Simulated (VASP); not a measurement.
# Hf4F in VASP: further runs

The runs below take Hf4F through single point, with PBE.

Program: VASP 6.6.1. These are calculated values, not measurements. Logs are shortened: lines on timing, memory, paths and dates and some standing lists are left out, and cuts for length are marked.

### 1 The cell of the first run

The cell holds a slab with vacuum, 5 atoms: a = 3.205 Å, b = 3.205 Å, c = 24.528 Å, α = 90.00°, β = 90.00°, γ = 120.00°.

### 2 Single point, PBE

INCAR reads:

```
PREC     = Accurate       # precision mode
ENCUT    = 520            # plane-wave cutoff, eV
EDIFF    = 1E-6           # SCF threshold, eV
ISMEAR   = 0              # smearing method
SIGMA    = 0.1            # smearing width, eV
LREAL    = F              # projectors in reciprocal space
LASPH    = T              # aspherical terms in the spheres
NELM     = 80             # most SCF steps
ALGO     = Normal         # electronic algorithm
ISIF     = 2              # what is computed and relaxed
LWAVE    = F              # write WAVECAR
LCHARG   = F              # write CHGCAR
LDIPOL   = T            
IDIPOL   = 3            
DIPOL    = 0.5 0.5 0.366
GGA      = PE             # functional
NBANDS   = 32             # bands
```

KPOINTS reads:

```
regular mesh
0
Gamma
  9 9 1
```

POSCAR reads:

```
Hf4F
1.0
    3.2048170381      0.0000000000      0.0000000000
   -1.6024085190      2.7754529695      0.0000000000
    0.0000000000      0.0000000000     24.5281466259
Hf F
4 1
Direct
    0.6666666667      0.3333333333      0.1630779553
    0.3333333333      0.6666666667      0.2663815885
    0.6666666667      0.3333333333      0.3732987945
    0.3333333333      0.6666666667      0.4699966451
    1.2222222222     -0.2222222222      0.5552048768
```

Potentials or basis: VASP PAW PBE potentials, release 64 (Hf_pv, F).

Launch:

```
$ cat potpaw_PBE.64/Hf_pv/POTCAR potpaw_PBE.64/F/POTCAR > POTCAR
$ mpirun -np 1 vasp_std > vasp.out
```

OUTCAR:

```text
PREC = Accurate
   ENCUT = 520
   EDIFF = 1E-6
   ISMEAR = 0
   LREAL = F
   LASPH = T
   NELM = 80
   ISIF = 2
   GGA = PE

 ion  position               nearest neighbor table
   1  0.667  0.333  0.163-   2 3.14   2 3.14   2 3.14
   2  0.333  0.667  0.266-   1 3.14   1 3.14   1 3.14   3 3.21   3 3.21   3 3.21
   3  0.667  0.333  0.373-   4 3.01   4 3.01   4 3.01   2 3.21   2 3.21   2 3.21
   4  0.333  0.667  0.470-   5 2.18   3 3.01   3 3.01   3 3.01
   5  0.222  0.778  0.555-   4 2.18

  LATTYP: Found a hexagonal cell.
 ALAT       =     3.2048170381
 C/A-ratio  =     7.6535247829

  Lattice vectors:

 A1 = (   3.2048170381,   0.0000000000,   0.0000000000)
 A2 = (  -1.6024085190,   2.7754529695,   0.0000000000)
 A3 = (   0.0000000000,   0.0000000000,  24.5281466259)

Analysis of symmetry for initial positions (statically):
=====================================================================
 Subroutine PRICEL returns:
 Original cell was already a primitive cell.

 Routine SETGRP: Setting up the symmetry group for a
 hexagonal supercell.

 Subroutine GETGRP returns: Found  2 space group operations
 (whereof  2 operations were pure point group operations)
 out of a pool of 24 trial point group operations.

The static configuration has the point symmetry C_1h.

Analysis of symmetry for dynamics (positions and initial velocities):
=====================================================================
 Subroutine PRICEL returns:
 Original cell was already a primitive cell.

 Routine SETGRP: Setting up the symmetry group for a
 hexagonal supercell.

 Subroutine GETGRP returns: Found  2 space group operations
 (whereof  2 operations were pure point group operations)
 out of a pool of 24 trial point group operations.

The dynamic configuration has the point symmetry C_1h.

 Subroutine INISYM returns: Found  2 space group operations
 (whereof  2 operations are pure point group operations),
 and found     1 'primitive' translations

----------------------------------------------------------------------------------------

                                     Primitive cell

  volume of cell :     218.1734

  direct lattice vectors                    reciprocal lattice vectors
     3.204817038  0.000000000  0.000000000     0.312030293  0.180150774  0.000000000
    -1.602408519  2.775452969  0.000000000     0.000000000  0.360301548  0.000000000
     0.000000000  0.000000000 24.528146626     0.000000000  0.000000000  0.040769489

  length of vectors
     3.204817038  3.204817038 24.528146626     0.360301548  0.360301548  0.040769489

  position of ions in fractional coordinates (direct lattice)
     0.666666667  0.333333333  0.163077955
     0.333333333  0.666666667  0.266381589
     0.666666667  0.333333333  0.373298795
     0.333333333  0.666666667  0.469996645
     0.222222222  0.777777778  0.555204877

  ion indices of the primitive-cell ions
   primitive index   ion index
                 1           1
                 2           2
                 3           3
                 4           4
                 5           5

----------------------------------------------------------------------------------------

 KPOINTS: regular mesh

Automatic generation of k-mesh.
 Grid dimensions read from file:
 generate k-points for:    9    9    1

 Generating k-lattice:

  Cartesian coordinates                     Fractional coordinates (reciprocal lattice)
     0.034670033  0.020016753  0.000000000     0.111111111 -0.000000000  0.000000000
     0.000000000  0.040033505  0.000000000     0.000000000  0.111111111  0.000000000
     0.000000000  0.000000000  0.040769489     0.000000000  0.000000000  1.000000000

  Length of vectors
     0.040033505  0.040033505  0.040769489

  Shift w.r.t. Gamma in fractional coordinates (k-lattice)
     0.000000000  0.000000000  0.000000000

 Subroutine IBZKPT returns following result:
 ===========================================

 Found     25 irreducible k-points:

 Following reciprocal coordinates:
            Coordinates               Weight
  0.000000  0.000000  0.000000      1.000000
  0.111111 -0.000000  0.000000      4.000000
 -0.111111  0.111111  0.000000      2.000000
  0.222222 -0.000000  0.000000      4.000000
 -0.222222  0.222222  0.000000      2.000000
  0.333333 -0.000000  0.000000      4.000000
[... 16 lines left out ...]
 -0.222222 -0.444444  0.000000      4.000000
  0.444444  0.333333  0.000000      4.000000
   k-points           NKPTS =     25   k-points in BZ     NKDIM =     25   number of bands    NBANDS=     32
   number of dos      NEDOS =    301   number of ions     NIONS =      5
   total plane-waves  NPLWV = 110592
   dimension x,y,z NGX =    24 NGY =   24 NGZ =  192
   dimension x,y,z NGXF=    48 NGYF=   48 NGZF=  384
   ions per type =               4   1
   NGX,Y,Z   is equivalent  to a cutoff of  12.45, 12.45, 13.01 a.u.
   NGXF,Y,Z  is equivalent  to a cutoff of  24.90, 24.90, 26.03 a.u.
 SYSTEM =  unknown system
   PREC   = accura    normal or accurate (medium, high low for compatibility)
   ISTART =      0    job   : 0-new  1-cont  2-samecut
   ICHARG =      2    charge: 1-file 2-atom 10-const
   ISPIN  =      1    spin polarized calculation?
   LNONCOLLINEAR =      F non collinear calculations
   LSORBIT =      F    spin-orbit coupling
   LASPH  =      T    aspherical Exc in radial PAW
   ENCUT  =  520.0 eV  38.22 Ry    6.18 a.u.   5.96  5.96 45.61*2*pi/ulx,y,z
   NELM   =     80;   NELMIN=  2; NELMDL= -5     # of ELM steps
   EDIFF  = 0.1E-05   stopping-criterion for ELM
   LREAL  =      F    real-space projection
   EDIFFG = 0.1E-04   stopping-criterion for IOM
   NSW    =      0    number of steps for IOM
   IBRION =     -1    ionic relax: 0-MD 1-quasi-New 2-CG
   NFREE  =      0    steps in history (QN), initial steepest desc. (CG)
   ISIF   =      2    stress and relaxation
   ISYM   =      2    0-nonsym 1-usesym 2-fastsym
   POTIM  = 0.5000    time-step for ionic-motion
   TEBEG  =    0.0;   TEEND  =   0.0 temperature during run
   PSTRESS=    0.0 pullay stress
   NELECT =      47.0000    total number of electrons
   NUPDOWN=      -1.0000    fix difference up-down
   EMIN   =  10.00;   EMAX   =-10.00  energy-range for DOS
   EFERMI =   0.00;   METHOD = LEGACY
   ISMEAR =     0;   SIGMA  =   0.10  broadening in eV -4-tet -1-fermi 0-gaus
   EFERMI_NEDOS =   21; number of points for ismear=-14 and -15
   IALGO  =     38    algorithm
   IMIX   =      4    mixing-type and parameters
     AMIX     =   0.40;   BMIX     =  1.00
     AMIX_MAG =   1.60;   BMIX_MAG =  1.00
  volume/ion in A,a.u.               =      43.63       294.46
  Fermi-wavevector in a.u.,A,eV,Ry     =   0.981387  1.854552 13.104041  0.963120
  Thomas-Fermi vector in A             =   2.112389
   LORBIT       =      0    0 simple, 1 ext, 2 COOP (PROOUT), +10 PAW based schemes
   GGA     = PE    functional components
   LHFCALC =     F    Hartree Fock is set to
   AEXX    =    0.0000 exact exchange contribution
   IVDW    =     0    specifies the selected vdW correction
   LEPSILON=     F    determine dielectric tensor
   LRPA    =     F    only Hartree local field effects (RPA)
 non-spin polarized calculation
 Gauss-broadening in eV      SIGMA  =   0.10
  energy-cutoff  :      520.00
  volume of cell :      218.17
 maximum number of plane-waves:      5922
   NGX = 11   NGY = 11   NGZ = 91

 dipolmoment           0.000000      0.000000     -0.028173 electrons x Angstroem

 number of electron      47.0000004 magnetization

 dipolmoment           0.000000      0.000000      0.208605 electrons x Angstroem

 Free energy of the ion-electron system (eV)
  ---------------------------------------------------
  ext. energy  EPLUGINS =         0.00000000
  ---------------------------------------------------
  free energy    TOTEN  =       -43.38668286 eV

  energy without entropy =      -43.35288036  energy(sigma->0) =      -43.36978161

 E-fermi :  -1.5541     XC(G=0):  -5.8049

 val. band max:       -1.5563094773   @ k =   0.1111  -0.0000   0.0000
 cond. band min:      -1.5521853132   @ k =   0.2222  -0.0000   0.0000
 fundamental gap:      0.0041241641
 Fermi energy:        -1.5541370396

 k-point     1 :       0.0000    0.0000    0.0000
  band No.  band energies     occupation
      1     -32.8303      2.00000
      2     -32.6687      2.00000
      3     -32.3875      2.00000
      4     -32.3707      2.00000
      5     -32.1730      2.00000
      6     -32.1728      2.00000
[... 24 lines left out ...]
     31       0.1576      0.00000
     32       0.1730      0.00000

 k-point     2 :       0.1111   -0.0000    0.0000
  band No.  band energies     occupation
      1     -32.8142      2.00000
      2     -32.6555      2.00000
      3     -32.4568      2.00000
      4     -32.3899      2.00000
      5     -32.2504      2.00000
      6     -32.1883      2.00000
[... 24 lines left out ...]
     31       0.1356      0.00000
     32       0.4452      0.00000

 k-point     3 :      -0.1111    0.1111    0.0000
  band No.  band energies     occupation
      1     -32.8143      2.00000
      2     -32.6554      2.00000
      3     -32.4431      2.00000
      4     -32.4034      2.00000
      5     -32.2509      2.00000
      6     -32.1878      2.00000
[... 24 lines left out ...]
     31       0.1229      0.00000
     32       0.4347      0.00000

 k-point     4 :       0.2222   -0.0000    0.0000
  band No.  band energies     occupation
      1     -32.7783      2.00000
      2     -32.6300      2.00000
      3     -32.6175      2.00000
      4     -32.4303      2.00000
      5     -32.4130      2.00000
      6     -32.2274      2.00000
[... 24 lines left out ...]
     31       0.7576      0.00000
     32       0.8115      0.00000

 k-point     5 :      -0.2222    0.2222    0.0000
  band No.  band energies     occupation
      1     -32.7801      2.00000
      2     -32.6247      2.00000
      3     -32.6073      2.00000
      4     -32.4433      2.00000
      5     -32.4136      2.00000
      6     -32.2268      2.00000
[... 584 lines left out ...]
     31       1.2374      0.00000
     32       1.5050      0.00000

 k-point    22 :       0.3333    0.2222    0.0000
  band No.  band energies     occupation
      1     -32.8717      2.00000
      2     -32.7011      2.00000
      3     -32.6439      2.00000
      4     -32.6392      2.00000
      5     -32.5542      2.00000
      6     -32.4434      2.00000
[... 24 lines left out ...]
     31       1.5126      0.00000
     32       2.0350      0.00000

 k-point    23 :      -0.2222   -0.4444    0.0000
  band No.  band energies     occupation
      1     -32.8679      2.00000
      2     -32.6979      2.00000
      3     -32.6491      2.00000
      4     -32.6415      2.00000
      5     -32.5543      2.00000
      6     -32.4432      2.00000
[... 24 lines left out ...]
     31       1.5145      0.00000
     32       2.0249      0.00000

 k-point    24 :       0.4444    0.3333    0.0000
  band No.  band energies     occupation
      1     -32.8623      2.00000
      2     -32.6896      2.00000
      3     -32.6619      2.00000
      4     -32.6426      2.00000
      5     -32.5544      2.00000
      6     -32.4428      2.00000
[... 24 lines left out ...]
     31       1.4950      0.00000
     32       2.0276      0.00000

 [... further k-points ...]

------------------------ aborting loop because EDIFF is reached ----------------------------------------

 vacuum level on the upper side and lower side of the slab       (xc-potential included)         1.804        -2.370

  FORCE on cell =-STRESS in cart. coord.  units (eV):
  Direction    XX          YY          ZZ          XY          YZ          ZX
  --------------------------------------------------------------------------------------
  -------------------------------------------------------------------------------------
  Total       -0.3345896     -0.1814813     -8.6622955      0.1325957     -0.4549997      0.7880792
  in kB       -2.4570908     -1.3327251    -63.6123926      0.9737292     -3.3413338      5.7873346
  external PRESSURE =     -22.4674028 kB  Pullay stress =       0.0000000 kB

 VOLUME and BASIS-vectors are now :
 -----------------------------------------------------------------------------
  energy-cutoff  :      520.00
  volume of cell :      218.17
      direct lattice vectors                 reciprocal lattice vectors
     3.204817038  0.000000000  0.000000000     0.312030293  0.180150774  0.000000000
    -1.602408519  2.775452969  0.000000000     0.000000000  0.360301548  0.000000000
     0.000000000  0.000000000 24.528146626     0.000000000  0.000000000  0.040769489

 POSITION                                       TOTAL-FORCE (eV/Angst)
 -----------------------------------------------------------------------------------
      1.60241      0.92515      4.00000        -0.000189      0.000109      0.726871
     -0.00000      1.85030      6.53385         0.007338     -0.004236     -0.712888
      1.60241      0.92515      9.15633        -0.008436      0.004870     -0.567898
     -0.00000      1.85030     11.52815        -0.382768      0.220991      4.412970
     -0.53414      2.15869     13.61815         0.384056     -0.221735     -3.859055
 -----------------------------------------------------------------------------------
    total drift:                               -0.000119      0.000069     -0.002164

  FREE ENERGIE OF THE ION-ELECTRON SYSTEM (eV)
  ---------------------------------------------------
  free  energy   TOTEN  =       -43.3866828588 eV

  energy  without entropy=      -43.3528803559  energy(sigma->0) =      -43.36978161

 vacuum level on the upper side and lower side of the slab         6.816         2.552
```

It took 7.8 min on 1 thread of Intel Xeon Platinum 8488C (Sapphire Rapids), shared host; peak memory 0.39 GiB.

Results:

| Item | Value |
| --- | --- |
| Free energy | -43.3867 eV |
| Largest force | 4.435 eV/Å |
| Band gap on the k mesh | zero (an odd number of electrons rules out a gap without spin polarisation) |

Forces in eV/Å, atoms in the order of the input:
```
Hf   0.000  0.000  0.727
Hf   0.007 -0.004 -0.713
Hf  -0.008  0.005 -0.568
Hf  -0.383  0.221  4.413
F    0.384 -0.222 -3.859
```

Caveat: spin-orbit coupling is left out, which moves the levels of the heavy elements; an odd number of electrons without spin polarisation forces a metal; a magnetic or distorted state may lie lower.

### 3 Single point, PBE

INCAR reads:

```
SYSTEM = Hf4F
PREC = Accurate ; ENCUT = 520
EDIFF = 1E-7 ; ISMEAR = 0
SIGMA = 0.1 ; LREAL = .False.
LASPH = .True. ; NELM = 100
ALGO = Normal ; ISIF = 2
LWAVE = .False. ; LCHARG = .False.
LDIPOL = .True. ; IDIPOL = 3
DIPOL = 0.5 0.5 0.366 ; GGA = PE
NBANDS = 32
```

KPOINTS reads:

```
Automatic mesh
0
Gamma
  9 9 1
  0 0 0
```

POSCAR: that of step 2 with these lines changed.

```diff
@@ -12,2 +12,2 @@
     0.3333333333      0.6666666667      0.4699966451
-    1.2222222222     -0.2222222222      0.5552048768
+    0.4444444444      0.5555555556      0.5552048768
```

Potentials or basis: VASP PAW PBE potentials, release 64 (Hf_pv, F).

Launch:

```
$ cat potpaw_PBE.64/Hf_pv/POTCAR potpaw_PBE.64/F/POTCAR > POTCAR
$ mpirun -np 1 vasp_std > vasp.out
```

Run time: 17 min. Hardware: 1 thread of Intel Xeon Platinum 8259CL at 2.50GHz (Skylake/Cascade Lake), shared host; peak memory 0.4 GiB.

It converged, with:

| Item | Value |
| --- | --- |
| Free energy | -43.3744 eV |
| Largest force | 4.433 eV/Å |
| Band gap on the k mesh | zero (an odd number of electrons rules out a gap without spin polarisation) |

Forces in eV/Å, atoms in the order of the input:
```
Hf  -0.002  0.001  0.727
Hf  -0.001  0.000 -0.715
Hf   0.027 -0.015 -0.579
Hf   0.407 -0.235  4.408
F   -0.431  0.249 -3.840
```

Levels at points of the mesh, in eV from the Fermi level:
```tsv
k point	band 22	band 23	band 24	band 25	band 26	band 27
(0.00, 0.00, 0.00)	0.29	0.74	0.90	0.90	1.15	1.16
```

Caveat: spin-orbit coupling is left out, which moves the levels of the heavy elements; an odd number of electrons without spin polarisation forces a metal; a magnetic or distorted state may lie lower.
